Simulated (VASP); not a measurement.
Write the native input for VASP 6.6.1 that does the following.

```
Task                   : single point
Functional             : LDA
Potentials or basis    : VASP PAW LDA potentials, release 64 (Sn_d, O)
Cutoff                 : 520 eV
k mesh                 : 4 × 4 × 2
Occupations            : gaussian, width 0.01 eV
Spin                   : no spin polarisation
Dipole correction      : no
Further INCAR settings : ALGO = Normal; EDIFF = 1e-06; NBANDS = 28
```

The structure of SnO lies in POSCAR:

```
SnO
1.0
    3.7986000000      0.0000000000      0.0000000000
    0.0000000000      3.7986000000      0.0000000000
    0.0000000000      0.0000000000      4.8408000000
Sn O
2 2
Direct
    0.5000000000      0.0000000000      0.2369000000
    0.0000000000      0.5000000000      0.7631000000
    0.0000000000      0.0000000000      0.0000000000
    0.5000000000      0.5000000000      0.0000000000
```

The input as run:

INCAR

```
  PREC = Accurate
  ENCUT = 520
  EDIFF = 1E-6
  ISMEAR = 0
  SIGMA = 0.01
  LREAL = False
  LASPH = True
  NELM = 100
  ALGO = Normal
  ISIF = 2
  LWAVE = False
  LCHARG = False
  NBANDS = 28
```

KPOINTS

```
Automatic mesh
0
Gamma
  4 4 2
```

Potentials or basis: VASP PAW LDA potentials, release 64 (Sn_d, O).

Command:

```console
$ cat potpaw_LDA.64/Sn_d/POTCAR potpaw_LDA.64/O/POTCAR > POTCAR
$ mpirun -np 1 vasp_std > vasp.out
```

Results of the run:

```yaml
Pressure: -1.8 GPa
Largest_force: 0.036 eV/Å
Band_gap_on_the_k_mesh: 0.13 eV (least direct gap 1.98 eV)
```

Caveat: the k points lie up to 0.65 Å⁻¹ apart; spin-orbit coupling is left out, which moves the levels of the heavy elements.

It took 8.5 s on 1 thread of Intel(R) Xeon(R) 6975P-C (Granite Rapids) (shared host), peak memory 0.15 GiB.
